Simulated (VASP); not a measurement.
# Pd (Fm-3m) in VASP: notebook

Runs on Pd. Level: PBE. Tasks: single point, relaxation of cell and atoms.

Program: VASP 6.6.1. These are calculated values, not measurements. Logs are shortened: lines on timing, memory, paths and dates and some standing lists are left out, and cuts for length are marked.

## Step 1: The cell of the first run

The structure is cubic, space group Fm-3m (No. 225). Conventional cell: a = 3.946 Å, b = 3.946 Å, c = 3.946 Å, α = 90.00°, β = 90.00°, γ = 90.00°. Within 3.7 Å of Pd (site symmetry m-3m) lie 12 Pd at 2.79 Å.

## Step 2: Single point, PBE

Input file INCAR:

```
PREC     = Accurate       # precision mode
ENCUT    = 500            # plane-wave cutoff, eV
EDIFF    = 1E-6           # SCF threshold, eV
ISMEAR   = -1             # smearing method
SIGMA    = 0.1            # smearing width, eV
LREAL    = F              # projectors in reciprocal space
LASPH    = T              # aspherical terms in the spheres
NELM     = 120            # most SCF steps
ALGO     = Normal         # electronic algorithm
ISIF     = 2              # what is computed and relaxed
LWAVE    = F              # write WAVECAR
LCHARG   = F              # write CHGCAR
GGA      = PE             # functional
NBANDS   = 11             # bands
GGA_COMPAT= F
```

Input file KPOINTS:

```
regular mesh
0
Gamma
  19 19 19
```

Input file POSCAR:

```
Pd
1.0
    0.0000000000      1.9730521994      1.9730521994
    1.9730521994      0.0000000000      1.9730521994
    1.9730521994      1.9730521994      0.0000000000
Pd
1
Direct
    0.0000000000      0.0000000000      0.0000000000
```

Potentials or basis: VASP PAW PBE potentials, release 64 (Pd).

The run is started by

```console
> cat potpaw_PBE.64/Pd/POTCAR > POTCAR
> mpirun -np 1 vasp_std > vasp.out
```

OUTCAR:

```text
PREC = Accurate
   ENCUT = 500
   EDIFF = 1E-6
   ISMEAR = -1
   LREAL = F
   LASPH = T
   NELM = 120
   ISIF = 2
   GGA = PE

 ion  position               nearest neighbor table
   1  0.000  0.000  0.000-

  LATTYP: Found a face centered cubic cell.
 ALAT       =     3.9461043988

  Lattice vectors:

 A1 = (   0.0000000000,   1.9730521994,   1.9730521994)
 A2 = (   1.9730521994,   0.0000000000,   1.9730521994)
 A3 = (   1.9730521994,   1.9730521994,   0.0000000000)

Analysis of symmetry for initial positions (statically):
=====================================================================
 Subroutine PRICEL returns:
 Original cell was already a primitive cell.

 Routine SETGRP: Setting up the symmetry group for a
 face centered cubic supercell.

 Subroutine GETGRP returns: Found 48 space group operations
 (whereof 48 operations were pure point group operations)
 out of a pool of 48 trial point group operations.

The static configuration has the point symmetry O_h .

Analysis of symmetry for dynamics (positions and initial velocities):
=====================================================================
 Subroutine PRICEL returns:
 Original cell was already a primitive cell.

 Routine SETGRP: Setting up the symmetry group for a
 face centered cubic supercell.

 Subroutine GETGRP returns: Found 48 space group operations
 (whereof 48 operations were pure point group operations)
 out of a pool of 48 trial point group operations.

The dynamic configuration has the point symmetry O_h .

 Subroutine INISYM returns: Found 48 space group operations
 (whereof 48 operations are pure point group operations),
 and found     1 'primitive' translations

----------------------------------------------------------------------------------------

                                     Primitive cell

  volume of cell :      15.3619

  direct lattice vectors                    reciprocal lattice vectors
     0.000000000  1.973052199  1.973052199    -0.253414481  0.253414481  0.253414481
     1.973052199  0.000000000  1.973052199     0.253414481 -0.253414481  0.253414481
     1.973052199  1.973052199  0.000000000     0.253414481  0.253414481 -0.253414481

  length of vectors
     2.790317180  2.790317180  2.790317180     0.438926757  0.438926757  0.438926757

  position of ions in fractional coordinates (direct lattice)
     0.000000000  0.000000000  0.000000000

  ion indices of the primitive-cell ions
   primitive index   ion index
                 1           1

----------------------------------------------------------------------------------------

 KPOINTS: regular mesh

Automatic generation of k-mesh.
 Grid dimensions read from file:
 generate k-points for:   19   19   19

 Generating k-lattice:

  Cartesian coordinates                     Fractional coordinates (reciprocal lattice)
    -0.013337604  0.013337604  0.013337604     0.052631579  0.000000000  0.000000000
     0.013337604 -0.013337604  0.013337604     0.000000000  0.052631579  0.000000000
     0.013337604  0.013337604 -0.013337604     0.000000000  0.000000000  0.052631579

  Length of vectors
     0.023101408  0.023101408  0.023101408

  Shift w.r.t. Gamma in fractional coordinates (k-lattice)
     0.000000000  0.000000000  0.000000000

 Subroutine IBZKPT returns following result:
 ===========================================

 Found    220 irreducible k-points:

 Following reciprocal coordinates:
            Coordinates               Weight
  0.000000  0.000000  0.000000      1.000000
  0.052632  0.000000  0.000000      8.000000
  0.105263  0.000000  0.000000      8.000000
  0.157895  0.000000  0.000000      8.000000
  0.210526  0.000000  0.000000      8.000000
  0.263158  0.000000  0.000000      8.000000
[... 16 lines left out ...]
 -0.315789  0.052632  0.000000     24.000000
 -0.263158  0.052632  0.000000     24.000000
 [... further k-points ...]
   k-points           NKPTS =    220   k-points in BZ     NKDIM =    220   number of bands    NBANDS=     11
   number of dos      NEDOS =    301   number of ions     NIONS =      1
   total plane-waves  NPLWV =   8000
   dimension x,y,z NGX =    20 NGY =   20 NGZ =   20
   dimension x,y,z NGXF=    40 NGYF=   40 NGZF=   40
   ions per type =               1
   NGX,Y,Z   is equivalent  to a cutoff of  11.92, 11.92, 11.92 a.u.
   NGXF,Y,Z  is equivalent  to a cutoff of  23.83, 23.83, 23.83 a.u.
 SYSTEM =  unknown system
   PREC   = accura    normal or accurate (medium, high low for compatibility)
   ISTART =      0    job   : 0-new  1-cont  2-samecut
   ICHARG =      2    charge: 1-file 2-atom 10-const
   ISPIN  =      1    spin polarized calculation?
   LNONCOLLINEAR =      F non collinear calculations
   LSORBIT =      F    spin-orbit coupling
   LASPH  =      T    aspherical Exc in radial PAW
   ENCUT  =  500.0 eV  36.75 Ry    6.06 a.u.   5.09  5.09  5.09*2*pi/ulx,y,z
   NELM   =    120;   NELMIN=  2; NELMDL= -5     # of ELM steps
   EDIFF  = 0.1E-05   stopping-criterion for ELM
   LREAL  =      F    real-space projection
   EDIFFG = 0.1E-04   stopping-criterion for IOM
   NSW    =      0    number of steps for IOM
   IBRION =     -1    ionic relax: 0-MD 1-quasi-New 2-CG
   NFREE  =      0    steps in history (QN), initial steepest desc. (CG)
   ISIF   =      2    stress and relaxation
   ISYM   =      2    0-nonsym 1-usesym 2-fastsym
   POTIM  = 0.5000    time-step for ionic-motion
   TEBEG  =    0.0;   TEEND  =   0.0 temperature during run
   PSTRESS=    0.0 pullay stress
   NELECT =      10.0000    total number of electrons
   NUPDOWN=      -1.0000    fix difference up-down
   EMIN   =  10.00;   EMAX   =-10.00  energy-range for DOS
   EFERMI =   0.00;   METHOD = LEGACY
   ISMEAR =    -1;   SIGMA  =   0.10  broadening in eV -4-tet -1-fermi 0-gaus
   EFERMI_NEDOS =   21; number of points for ismear=-14 and -15
   IALGO  =     38    algorithm
   IMIX   =      4    mixing-type and parameters
     AMIX     =   0.40;   BMIX     =  1.00
     AMIX_MAG =   1.60;   BMIX_MAG =  1.00
  volume/ion in A,a.u.               =      15.36       103.67
  Fermi-wavevector in a.u.,A,eV,Ry     =   1.418817  2.681175 27.389079  2.013041
  Thomas-Fermi vector in A             =   2.539902
   LORBIT       =      0    0 simple, 1 ext, 2 COOP (PROOUT), +10 PAW based schemes
   GGA     = PE    functional components
   LHFCALC =     F    Hartree Fock is set to
   AEXX    =    0.0000 exact exchange contribution
   IVDW    =     0    specifies the selected vdW correction
   LEPSILON=     F    determine dielectric tensor
   LRPA    =     F    only Hartree local field effects (RPA)
 non-spin polarized calculation
  energy-cutoff  :      500.00
  volume of cell :       15.36
 maximum number of plane-waves:       399
   NGX = 11   NGY = 11   NGZ = 11

 number of electron      10.0000000 magnetization

 number of electron       9.9999995 magnetization

 Free energy of the ion-electron system (eV)
  ---------------------------------------------------
  ext. energy  EPLUGINS =         0.00000000
  ---------------------------------------------------
  free energy    TOTEN  =        -5.25278124 eV

  energy without entropy =       -5.18622456  energy(sigma->0) =       -5.21950290

 E-fermi :   9.1463     XC(G=0): -12.9322

 val. band max:        9.1447031075   @ k =  -0.4737   0.3158   0.0526
 cond. band min:       9.1515134766   @ k =  -0.4211   0.3684   0.0526
 fundamental gap:      0.0068103691
 Fermi energy:         9.1462851567

 k-point     1 :       0.0000    0.0000    0.0000
  band No.  band energies     occupation
      1       2.2828      2.00000
      2       6.4569      2.00000
      3       6.4569      2.00000
      4       6.4569      2.00000
      5       7.9607      1.99999
      6       7.9607      1.99999
      7      26.2787      0.00000
      8      30.8215      0.00000
      9      30.8215      0.00000
     10      30.8215      0.00000
     11      35.4416      0.00000

 k-point     2 :       0.0526    0.0000    0.0000
  band No.  band energies     occupation
      1       2.3803      2.00000
      2       6.4233      2.00000
      3       6.4902      2.00000
      4       6.4902      2.00000
      5       7.9449      1.99999
      6       7.9449      1.99999
      7      26.3749      0.00000
      8      30.1291      0.00000
      9      30.9261      0.00000
     10      30.9261      0.00000
     11      35.5570      0.00000

 k-point     3 :       0.1053    0.0000    0.0000
  band No.  band energies     occupation
      1       2.6636      2.00000
      2       6.3375      2.00000
      3       6.5784      2.00000
      4       6.5784      2.00000
      5       7.9104      1.99999
      6       7.9104      1.99999
      7      26.5817      0.00000
      8      28.7056      0.00000
      9      31.2228      0.00000
     10      31.2228      0.00000
     11      36.0419      0.00000

 k-point     4 :       0.1579    0.0000    0.0000
  band No.  band energies     occupation
      1       3.0989      2.00000
      2       6.2487      2.00000
      3       6.6833      2.00000
      4       6.6833      2.00000
      5       7.8983      1.99999
      6       7.8983      1.99999
      7      26.2894      0.00000
      8      27.5654      0.00000
      9      31.6529      0.00000
     10      31.6529      0.00000
     11      35.0593      0.00000
[... 239 lines left out ...]
 k-point    22 :      -0.3684    0.0526    0.0000
  band No.  band energies     occupation
      1       4.2653      2.00000
      2       6.4794      2.00000
      3       6.5515      2.00000
      4       8.0531      1.99996
      5       8.6628      1.98423
      6       9.4877      0.06373
      7      18.4558      0.00000
      8      26.0799      0.00000
      9      29.5357      0.00000
     10      31.0651      0.00000
     11      35.2665      0.00000

 k-point    23 :      -0.3158    0.0526    0.0000
  band No.  band energies     occupation
      1       4.2862      2.00000
      2       6.5751      2.00000
      3       6.6442      2.00000
      4       7.2965      2.00000
      5       8.3546      1.99927
      6       8.9524      1.74844
      7      20.2864      0.00000
      8      26.4987      0.00000
      9      30.0315      0.00000
     10      32.2229      0.00000
     11      34.5270      0.00000

 k-point    24 :      -0.2632    0.0526    0.0000
  band No.  band energies     occupation
      1       4.1801      2.00000
      2       6.5310      2.00000
      3       6.7410      2.00000
      4       6.7458      2.00000
      5       8.0496      1.99997
      6       8.5621      1.99421
      7      22.2256      0.00000
      8      26.9514      0.00000
      9      30.5985      0.00000
     10      33.4971      0.00000
     11      33.7076      0.00000

 [... further k-points ...]

------------------------ aborting loop because EDIFF is reached ----------------------------------------

  FORCE on cell =-STRESS in cart. coord.  units (eV):
  Direction    XX          YY          ZZ          XY          YZ          ZX
  --------------------------------------------------------------------------------------
  -------------------------------------------------------------------------------------
  Total       -0.0219309     -0.0219309     -0.0219309     -0.0000000      0.0000000     -0.0000000
  in kB       -2.2872898     -2.2872898     -2.2872898     -0.0000000      0.0000000     -0.0000000
  external PRESSURE =      -2.2872898 kB  Pullay stress =       0.0000000 kB

 VOLUME and BASIS-vectors are now :
 -----------------------------------------------------------------------------
  energy-cutoff  :      500.00
  volume of cell :       15.36
      direct lattice vectors                 reciprocal lattice vectors
     0.000000000  1.973052199  1.973052199    -0.253414481  0.253414481  0.253414481
     1.973052199  0.000000000  1.973052199     0.253414481 -0.253414481  0.253414481
     1.973052199  1.973052199  0.000000000     0.253414481  0.253414481 -0.253414481

 POSITION                                       TOTAL-FORCE (eV/Angst)
 -----------------------------------------------------------------------------------
      0.00000      0.00000      0.00000         0.000000     -0.000000      0.000000
 -----------------------------------------------------------------------------------
    total drift:                                0.000000     -0.000000      0.000000

  FREE ENERGIE OF THE ION-ELECTRON SYSTEM (eV)
  ---------------------------------------------------
  free  energy   TOTEN  =        -5.2527812405 eV

  energy  without entropy=       -5.1862245593  energy(sigma->0) =       -5.21950290
```

Wall time 45 s (1 thread of Intel Xeon 8259CL, shared host); peak memory 0.15 GiB.

Results:

```yaml
Free_energy: -5.2528 eV
Pressure: -0.2 GPa
Band_gap_on_the_k_mesh: zero (bands 5 and 6 overlap by 1.46 eV)
```

## Step 3: Relaxation of cell and atoms, PBE

Input file INCAR:

```
PREC     = Accurate       # precision mode
ENCUT    = 500            # plane-wave cutoff, eV
EDIFF    = 1E-7           # SCF threshold, eV
ISMEAR   = -1             # smearing method
SIGMA    = 0.1            # smearing width, eV
LREAL    = F              # projectors in reciprocal space
LASPH    = T              # aspherical terms in the spheres
NELM     = 120            # most SCF steps
ALGO     = Normal         # electronic algorithm
ISIF     = 3              # what is computed and relaxed
LWAVE    = F              # write WAVECAR
LCHARG   = F              # write CHGCAR
GGA      = PE             # functional
IBRION   = 2              # ionic algorithm
NSW      = 60             # ionic steps
EDIFFG   = -0.005         # ionic threshold
GGA_COMPAT= F            
NELMIN   = 4
```

Input file KPOINTS:

```
Automatic mesh
0
Gamma
  19 19 19
```

Input file POSCAR:

```
Pd
1.0
    0.0000000000      1.9734833199      1.9734833199
    1.9734833199      0.0000000000      1.9734833199
    1.9734833199      1.9734833199      0.0000000000
Pd
1
Direct
    0.0000000000      0.0000000000      0.0000000000
```

Potentials or basis: VASP PAW PBE potentials, release 64 (Pd).

The run is started by

```console
> cat potpaw_PBE.64/Pd/POTCAR > POTCAR
> mpirun -np 1 vasp_std > vasp.out
```

Wall time 48 s (1 thread of Intel Xeon 8259CL, shared host); peak memory 0.15 GiB.

It converged, with:

```yaml
Free_energy: -5.2528 eV
Relaxed_volume: 15.34 Å³/atom
Relaxed_cell: a = 2.789 Å, b = 2.789 Å, c = 2.789 Å, α = 60.00°, β = 60.00°, γ = 60.00°
Space_group_after_relaxing_to_0.1_Å: Fm-3m (No. 225)
Energy_gained_by_relaxing: 0.0 meV/atom
Ionic_steps: 3
Pressure_after_relaxing: 0.0 GPa
Band_gap_on_the_k_mesh: zero (bands 5 and 6 overlap by 1.47 eV)
```

Final structure:
```yaml
crystal:
  lattice:
    - [0.00000, 1.97208, 1.97208]
    - [1.97208, 0.00000, 1.97208]
    - [1.97208, 1.97208, 0.00000]
  atoms:
    - { symbol: Pd, position: [0.00000, 0.00000, 0.00000] }
```

Levels at points of the mesh, in eV from the Fermi level:
```csv
k point,band 1,band 2,band 3,band 4,band 5,band 6,band 7,band 8,band 9
"(0.00, 0.00, 0.00)",-6.87,-2.70,-2.70,-2.70,-1.19,-1.19,17.13,21.68,21.68
```
